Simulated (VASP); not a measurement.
# NaI (Fm-3m) in VASP: further runs, part 2 of 2

VASP 6.6.1. Earlier steps stand in the parts before.

### 3 Single point, LDA

This run uses another cell than the first one, of 33.90 Å³/atom, 1.020 times its volume.

INCAR reads:

```
ALGO = Normal
EDIFF = 1E-7
ENCUT = 520
ISIF = 2
ISMEAR = -1
LASPH = True
LCHARG = False
LREAL = False
LWAVE = False
NBANDS = 14
NELM = 100
PREC = Accurate
SIGMA = 0.05
```

KPOINTS reads:

```
k-points
0
Gamma
  7 7 7
```

POSCAR reads:

```
NaI
1.0
    0.0000000000      3.2364000000      3.2364000000
    3.2364000000      0.0000000000      3.2364000000
    3.2364000000      3.2364000000      0.0000000000
I Na
1 1
Direct
    0.5000000000      0.5000000000      0.5000000000
    0.0000000000      0.0000000000      0.0000000000
```

Potentials or basis: VASP PAW LDA potentials, release 64 (I, Na_pv).

Command:

```bash
cat potpaw_LDA.64/I/POTCAR potpaw_LDA.64/Na_pv/POTCAR > POTCAR
mpirun -np 1 vasp_std > vasp.out
```

OUTCAR:

```text
EDIFF = 1E-7
   ENCUT = 520
   ISIF = 2
   ISMEAR = -1
   LASPH = True
   LREAL = False
   NELM = 100
   PREC = Accurate

 ion  position               nearest neighbor table
   1  0.500  0.500  0.500-
   2  0.000  0.000  0.000-

  LATTYP: Found a face centered cubic cell.
 ALAT       =     6.4728000000

  Lattice vectors:

 A1 = (   0.0000000000,   3.2364000000,   3.2364000000)
 A2 = (   3.2364000000,   0.0000000000,   3.2364000000)
 A3 = (   3.2364000000,   3.2364000000,   0.0000000000)

Analysis of symmetry for initial positions (statically):
=====================================================================
 Subroutine PRICEL returns:
 Original cell was already a primitive cell.

 Routine SETGRP: Setting up the symmetry group for a
 face centered cubic supercell.

 Subroutine GETGRP returns: Found 48 space group operations
 (whereof 48 operations were pure point group operations)
 out of a pool of 48 trial point group operations.

The static configuration has the point symmetry O_h .

Analysis of symmetry for dynamics (positions and initial velocities):
=====================================================================
 Subroutine PRICEL returns:
 Original cell was already a primitive cell.

 Routine SETGRP: Setting up the symmetry group for a
 face centered cubic supercell.

 Subroutine GETGRP returns: Found 48 space group operations
 (whereof 48 operations were pure point group operations)
 out of a pool of 48 trial point group operations.

The dynamic configuration has the point symmetry O_h .

 Subroutine INISYM returns: Found 48 space group operations
 (whereof 48 operations are pure point group operations),
 and found     1 'primitive' translations

----------------------------------------------------------------------------------------

                                     Primitive cell

  volume of cell :      67.7980

  direct lattice vectors                    reciprocal lattice vectors
     0.000000000  3.236400000  3.236400000    -0.154492646  0.154492646  0.154492646
     3.236400000  0.000000000  3.236400000     0.154492646 -0.154492646  0.154492646
     3.236400000  3.236400000  0.000000000     0.154492646  0.154492646 -0.154492646

  length of vectors
     4.576960773  4.576960773  4.576960773     0.267589113  0.267589113  0.267589113

  position of ions in fractional coordinates (direct lattice)
     0.500000000  0.500000000  0.500000000
     0.000000000  0.000000000  0.000000000

  ion indices of the primitive-cell ions
   primitive index   ion index
                 1           1
                 2           2

----------------------------------------------------------------------------------------

 KPOINTS: k-points

Automatic generation of k-mesh.
 Grid dimensions read from file:
 generate k-points for:    7    7    7

 Generating k-lattice:

  Cartesian coordinates                     Fractional coordinates (reciprocal lattice)
    -0.022070378  0.022070378  0.022070378     0.142857143  0.000000000  0.000000000
     0.022070378 -0.022070378  0.022070378     0.000000000  0.142857143  0.000000000
     0.022070378  0.022070378 -0.022070378     0.000000000  0.000000000  0.142857143

  Length of vectors
     0.038227016  0.038227016  0.038227016

  Shift w.r.t. Gamma in fractional coordinates (k-lattice)
     0.000000000  0.000000000  0.000000000

 Subroutine IBZKPT returns following result:
 ===========================================

 Found     20 irreducible k-points:

 Following reciprocal coordinates:
            Coordinates               Weight
  0.000000  0.000000  0.000000      1.000000
  0.142857  0.000000  0.000000      8.000000
  0.285714  0.000000  0.000000      8.000000
  0.428571  0.000000  0.000000      8.000000
  0.142857  0.142857  0.000000      6.000000
  0.285714  0.142857  0.000000     24.000000
[... 12 lines left out ...]
 -0.428571  0.428571  0.142857     24.000000
 -0.285714  0.428571  0.142857     24.000000
   k-points           NKPTS =     20   k-points in BZ     NKDIM =     20   number of bands    NBANDS=     14
   number of dos      NEDOS =    301   number of ions     NIONS =      2
   total plane-waves  NPLWV =  46656
   dimension x,y,z NGX =    36 NGY =   36 NGZ =   36
   dimension x,y,z NGXF=    72 NGYF=   72 NGZF=   72
   ions per type =               1   1
   NGX,Y,Z   is equivalent  to a cutoff of  13.08, 13.08, 13.08 a.u.
   NGXF,Y,Z  is equivalent  to a cutoff of  26.15, 26.15, 26.15 a.u.
 SYSTEM =  unknown system
   PREC   = accura    normal or accurate (medium, high low for compatibility)
   ISTART =      0    job   : 0-new  1-cont  2-samecut
   ICHARG =      2    charge: 1-file 2-atom 10-const
   ISPIN  =      1    spin polarized calculation?
   LNONCOLLINEAR =      F non collinear calculations
   LSORBIT =      F    spin-orbit coupling
   LASPH  =      T    aspherical Exc in radial PAW
   ENCUT  =  520.0 eV  38.22 Ry    6.18 a.u.   8.51  8.51  8.51*2*pi/ulx,y,z
   NELM   =    100;   NELMIN=  2; NELMDL= -5     # of ELM steps
   EDIFF  = 0.1E-06   stopping-criterion for ELM
   LREAL  =      F    real-space projection
   EDIFFG = 0.1E-05   stopping-criterion for IOM
   NSW    =      0    number of steps for IOM
   IBRION =     -1    ionic relax: 0-MD 1-quasi-New 2-CG
   NFREE  =      0    steps in history (QN), initial steepest desc. (CG)
   ISIF   =      2    stress and relaxation
   ISYM   =      2    0-nonsym 1-usesym 2-fastsym
   POTIM  = 0.5000    time-step for ionic-motion
   TEBEG  =    0.0;   TEEND  =   0.0 temperature during run
   PSTRESS=    0.0 pullay stress
   NELECT =      14.0000    total number of electrons
   NUPDOWN=      -1.0000    fix difference up-down
   EMIN   =  10.00;   EMAX   =-10.00  energy-range for DOS
   EFERMI =   0.00;   METHOD = LEGACY
   ISMEAR =    -1;   SIGMA  =   0.05  broadening in eV -4-tet -1-fermi 0-gaus
   EFERMI_NEDOS =   21; number of points for ismear=-14 and -15
   IALGO  =     38    algorithm
   IMIX   =      4    mixing-type and parameters
     AMIX     =   0.40;   BMIX     =  1.00
     AMIX_MAG =   1.60;   BMIX_MAG =  1.00
  volume/ion in A,a.u.               =      33.90       228.76
  Fermi-wavevector in a.u.,A,eV,Ry     =   0.967636  1.828567 12.739397  0.936319
  Thomas-Fermi vector in A             =   2.097538
   LORBIT       =      0    0 simple, 1 ext, 2 COOP (PROOUT), +10 PAW based schemes
   GGA     = CA    functional components
   LHFCALC =     F    Hartree Fock is set to
   AEXX    =    0.0000 exact exchange contribution
   IVDW    =     0    specifies the selected vdW correction
   LEPSILON=     F    determine dielectric tensor
   LRPA    =     F    only Hartree local field effects (RPA)
 non-spin polarized calculation
  energy-cutoff  :      520.00
  volume of cell :       67.80
 maximum number of plane-waves:      1841
 NGX is ok and might be reduce to    36
   NGX = 17   NGY = 17   NGZ = 17

 number of electron      14.0000001 magnetization

 Free energy of the ion-electron system (eV)
  ---------------------------------------------------
  ext. energy  EPLUGINS =         0.00000000
  ---------------------------------------------------
  free energy    TOTEN  =        -5.98185028 eV

  energy without entropy =       -5.98185028  energy(sigma->0) =       -5.98185028

 E-fermi :   1.6611     XC(G=0):  -8.1000

 val. band max:        0.6189499426   @ k =   0.0000   0.0000   0.0000
 cond. band min:       3.9642748619   @ k =   0.0000   0.0000   0.0000
 fundamental gap:      3.3453249193
 Fermi energy:         1.6610585049

 k-point     1 :       0.0000    0.0000    0.0000
  band No.  band energies     occupation
      1     -21.7684      2.00000
      2     -21.7684      2.00000
      3     -21.7684      2.00000
      4     -10.4646      2.00000
      5       0.6189      2.00000
      6       0.6189      2.00000
      7       0.6189      2.00000
      8       3.9643      0.00000
      9       8.4158      0.00000
     10       8.4158      0.00000
     11       8.4158      0.00000
     12      10.2850      0.00000
     13      10.2850      0.00000
     14      10.8113      0.00000
[... 307 lines left out ...]
 k-point    20 :      -0.2857    0.4286    0.1429
  band No.  band energies     occupation
      1     -21.7716      2.00000
      2     -21.7715      2.00000
      3     -21.7699      2.00000
      4     -10.0686      2.00000
      5      -0.9109      2.00000
      6      -0.8520      2.00000
      7      -0.1604      2.00000
      8       6.1301      0.00000
      9       7.4553      0.00000
     10       8.3816      0.00000
     11       8.7150      0.00000
     12      11.3451      0.00000
     13      12.0366      0.00000
     14      14.0571      0.00000

------------------------ aborting loop because EDIFF is reached ----------------------------------------

  FORCE on cell =-STRESS in cart. coord.  units (eV):
  Direction    XX          YY          ZZ          XY          YZ          ZX
  --------------------------------------------------------------------------------------
  -------------------------------------------------------------------------------------
  Total       -0.6881544     -0.6881544     -0.6881544     -0.0000000     -0.0000000      0.0000000
  in kB      -16.2622219    -16.2622219    -16.2622219     -0.0000000     -0.0000000      0.0000000
  external PRESSURE =     -16.2622219 kB  Pullay stress =       0.0000000 kB

 VOLUME and BASIS-vectors are now :
 -----------------------------------------------------------------------------
  energy-cutoff  :      520.00
  volume of cell :       67.80
      direct lattice vectors                 reciprocal lattice vectors
     0.000000000  3.236400000  3.236400000    -0.154492646  0.154492646  0.154492646
     3.236400000  0.000000000  3.236400000     0.154492646 -0.154492646  0.154492646
     3.236400000  3.236400000  0.000000000     0.154492646  0.154492646 -0.154492646

 POSITION                                       TOTAL-FORCE (eV/Angst)
 -----------------------------------------------------------------------------------
      3.23640      3.23640      3.23640         0.000000     -0.000000     -0.000000
      0.00000      0.00000      0.00000         0.000000      0.000000      0.000000
 -----------------------------------------------------------------------------------
    total drift:                                0.000000      0.000000      0.000000

  FREE ENERGIE OF THE ION-ELECTRON SYSTEM (eV)
  ---------------------------------------------------
  free  energy   TOTEN  =        -5.9818502761 eV

  energy  without entropy=       -5.9818502760  energy(sigma->0) =       -5.98185028
```

Wall time 9.9 s (1 thread of AMD EPYC 9R45 (Zen 5), shared host); peak memory 0.15 GiB.

Results:

* Free energy: -5.9819 eV
* Pressure: -1.6 GPa
* Band gap on the k mesh: 3.35 eV, direct

Levels at points of the mesh, in eV from the valence-band top:
| k point | band 5 | band 6 | band 7 | band 8 | band 9 | band 10 |
| --- | --- | --- | --- | --- | --- | --- |
| (0.00, 0.00, 0.00) | 0.00 | 0.00 | 0.00 | 3.35 | 7.80 | 7.80 |

Caveat: spin-orbit coupling is left out, which moves the levels of the heavy elements. LDA gaps usually lie below the measured ones, often by a third to a half.

### 4 Single point, LDA

This run uses another cell than the first one, of 34.58 Å³/atom, 1.041 times its volume.

INCAR reads:

```
SYSTEM = NaI
PREC = Accurate
ENCUT = 520
EDIFF = 1E-7
ISMEAR = -1
SIGMA = 0.05
LREAL = .False.
LASPH = .True.
NELM = 60
ALGO = Normal
ISIF = 2
LWAVE = .False.
LCHARG = .True.
GGA = CA
LELF = .True.
LVHAR = .True.
NBANDS = 14
```

KPOINTS reads:

```
Automatic mesh
0
Gamma
  7 7 7
  0 0 0
```

POSCAR reads:

```
NaI
1.0
    0.0000000000      3.2578337372      3.2578337372
    3.2578337372      0.0000000000      3.2578337372
    3.2578337372      3.2578337372      0.0000000000
I Na
1 1
Direct
    0.5000000000      0.5000000000      0.5000000000
    0.0000000000      0.0000000000      0.0000000000
```

Command:

```bash
cat potpaw_LDA.64/I/POTCAR potpaw_LDA.64/Na_pv/POTCAR > POTCAR
mpirun -np 1 vasp_std > vasp.out
```

It took 9.8 s on 1 thread of AMD EPYC 9R45 (Zen 5), shared host; peak memory 0.15 GiB.

The run converged. Its results:

- Free energy: -5.9672 eV
- Pressure: -1.9 GPa
- Band gap on the k mesh: 3.29 eV, direct

Levels at points of the mesh, in eV from the valence-band top:
```
           k point  band 3  band 4  band 5  band 6  band 7  band 8  band 9  band 10  band 11  band 12
(0.00, 0.00, 0.00)  -22.41  -11.03    0.00    0.00    0.00    3.29    7.79     7.79     7.79     9.63
```

Caveat: spin-orbit coupling is left out, which moves the levels of the heavy elements. A hybrid or GW would open this gap; LDA tends to underestimate it.

### 5 Single point, LDA

This run uses another cell than the first one, of 35.25 Å³/atom, 1.061 times its volume.

INCAR, as its differences from that of step 4:

```diff
@@ -3,3 +3,3 @@
 ENCUT = 520
-EDIFF = 1E-7
+EDIFF = 1E-6
 ISMEAR = -1
```

KPOINTS is that of step 4.

POSCAR reads:

```
NaI
1.0
    0.0000000000      3.2789890945      3.2789890945
    3.2789890945      0.0000000000      3.2789890945
    3.2789890945      3.2789890945      0.0000000000
I Na
1 1
Direct
    0.5000000000      0.5000000000      0.5000000000
    0.0000000000      0.0000000000      0.0000000000
```

Command:

```bash
cat potpaw_LDA.64/I/POTCAR potpaw_LDA.64/Na_pv/POTCAR > POTCAR
mpirun -np 1 vasp_std > vasp.out
```

Wall time 9.4 s (1 thread of AMD EPYC 9R45 (Zen 5), shared host); peak memory 0.15 GiB.

It converged, with:

```
Free energy            : -5.9506 eV
Pressure               : -2.1 GPa
Band gap on the k mesh : 3.25 eV, direct
```

Levels at points of the mesh, in eV from the valence-band top:
```csv
k point,band 3,band 4,band 5,band 6,band 7,band 8,band 9,band 10,band 11,band 12
"(0.00, 0.00, 0.00)",-22.43,-10.99,0.00,0.00,0.00,3.25,7.79,7.79,7.79,9.60
```

Caveat: spin-orbit coupling is left out, which moves the levels of the heavy elements. Expect the measured gap to be larger: semilocal functionals such as LDA lack the derivative discontinuity.

### 6 Overview

```csv
cell,gap on the mesh (eV),pressure (GPa)
"a = 4.546 Å, angles 60.0°, 2 atoms",3.40,-1.3
"a = 4.577 Å, angles 60.0°, 2 atoms",3.35,-1.6
"a = 4.607 Å, angles 60.0°, 2 atoms",3.29,-1.9
"a = 4.637 Å, angles 60.0°, 2 atoms",3.25,-2.1
```

Alike in all rows: task single point; level LDA; potentials or basis VASP PAW LDA potentials, release 64 (I, Na_pv); no spin polarisation; k mesh 7 × 7 × 7; cutoff (eV) 520; smearing fermi-dirac 0.05 eV.

Caveats: spin-orbit coupling is left out, which moves the levels of the heavy elements.

Total energies depend on the potentials used, so only differences within one code and one set of settings carry meaning.
